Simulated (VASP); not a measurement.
Set up this calculation in VASP 6.6.1, as the native input.

```yaml
Task: single point
Functional: PBEsol
Potentials_or_basis: VASP PAW PBE potentials, release 64 (C)
Cutoff: 520 eV
k_mesh: 17 × 17 × 9
Occupations: fermi-dirac, width 0.03 eV
Spin: no spin polarisation
Dipole_correction: no
Further_INCAR_settings: ALGO = Normal; EDIFF = 1e-06; NBANDS = 11
```

The structure of C lies in POSCAR:

```
C
1.0
    2.1302003983      0.0000000000      0.0000000000
   -1.0651001991      1.8448076601      0.0000000000
    0.0000000000      0.0000000000      3.5414822596
C
2
Direct
    0.3333333333      0.6666666667      0.2500000000
    0.6666666667      0.3333333333      0.7500000000
```

The input as run:

INCAR

```
PREC = Accurate
ENCUT = 520
EDIFF = 1E-6
ISMEAR = -1
SIGMA = 0.03
LREAL = False
LASPH = True
NELM = 100
ALGO = Normal
ISIF = 2
LWAVE = False
LCHARG = False
GGA = PS
NBANDS = 11
```

KPOINTS

```
Automatic mesh
0
Gamma
  17 17 9
```

Potentials or basis: VASP PAW PBE potentials, release 64 (C).

Run with:

```sh
$ cat potpaw_PBE.64/C/POTCAR > POTCAR
$ mpirun -np 1 vasp_std > vasp.out
```

Results of the run:

- Pressure: -7.4 GPa
- Band gap on the k mesh: zero (band 4 reaches 15.09 eV, above the bottom of band 5 at 4.26 eV)

Caveat: the PAW data sets were made with another functional, which shifts forces and pressure a little.

It took 11 s on 1 thread of AMD EPYC 7R13 Processor (Zen 3) (shared host), peak memory 0.1 GiB.
